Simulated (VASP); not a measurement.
Here is a VASP 6.6.1 calculation.

File INCAR:

```
ALGO = Normal ; EDIFF = 1E-7
ENCUT = 520 ; GGA = PS
ISIF = 2 ; ISMEAR = -1
ISPIN = 2 ; ISYM = 0
LASPH = T ; LCHARG = F
LMAXMIX = 4 ; LORBIT = 11
LREAL = Auto ; LWAVE = F
MAGMOM = 0 0 0 0 0.143 0 0 0 0.143 0 0 0 0.143 0 0.143 0 0.143 0.143 0 0 0.143 ; NBANDS = 96
NELECT = 153.0 ; NELM = 150
PREC = Accurate ; SIGMA = 0.05
```

The input KPOINTS:

```
Automatic mesh
0
Gamma
  1 1 1
  0.25 0.25 0.25
```

POSCAR

```
Ba4Zr3BHO12
1.0
    8.3619610000      0.0000000000      0.0000000000
    0.0000000000      8.3619610000      0.0000000000
    0.0000000000      0.0000000000      4.1809800000
Ba B Zr O H
4 1 3 12 1
Direct
    0.9892610000      0.0074660000      0.9952070000
    0.0037440000      0.4994550000      0.0106060000
    0.4973440000      0.0004200000      0.0325690000
    0.4876480000      0.5119450000      0.9988630000
    0.2444670000      0.2410480000      0.5051500000
    0.2586930000      0.7507160000      0.5041140000
    0.7573030000      0.2394800000      0.5064950000
    0.7491250000      0.7393450000      0.4777970000
    0.2529980000      0.2490300000      0.9851810000
    0.2463670000      0.7381790000      0.9984230000
    0.7518840000      0.2417120000      0.9686810000
    0.7479130000      0.7503850000      0.0157840000
    0.0015600000      0.2453310000      0.4939030000
    0.9834750000      0.7464470000      0.4832580000
    0.5085150000      0.2533660000      0.5081630000
    0.5070960000      0.7439070000      0.4816990000
    0.2529330000      0.9944710000      0.4966410000
    0.2452030000      0.5002730000      0.5000090000
    0.7417020000      0.0025060000      0.5027060000
    0.7421100000      0.5007140000      0.4913150000
    0.2504460000      0.2591220000      0.2404400000
```

Potentials or basis: VASP PAW PBE potentials, release 64 (Ba_sv, B, Zr_sv, O, H).

Run with:

```console
$ cat potpaw_PBE.64/Ba_sv/POTCAR potpaw_PBE.64/B/POTCAR potpaw_PBE.64/Zr_sv/POTCAR potpaw_PBE.64/O/POTCAR potpaw_PBE.64/H/POTCAR > POTCAR
$ mpirun -np 1 vasp_std > vasp.out
```

(1) What does it give for the largest force?

(2) What does it give for the net moment?

## Answers

(1) 8.608 eV/Å.

(2) 1.00 μB per cell.

Caveat: the k points lie up to 0.75 Å⁻¹ apart; the cell carries a net charge on a neutralising background, which shifts energy and pressure; the PAW data sets were made with another functional, which shifts forces and pressure a little.
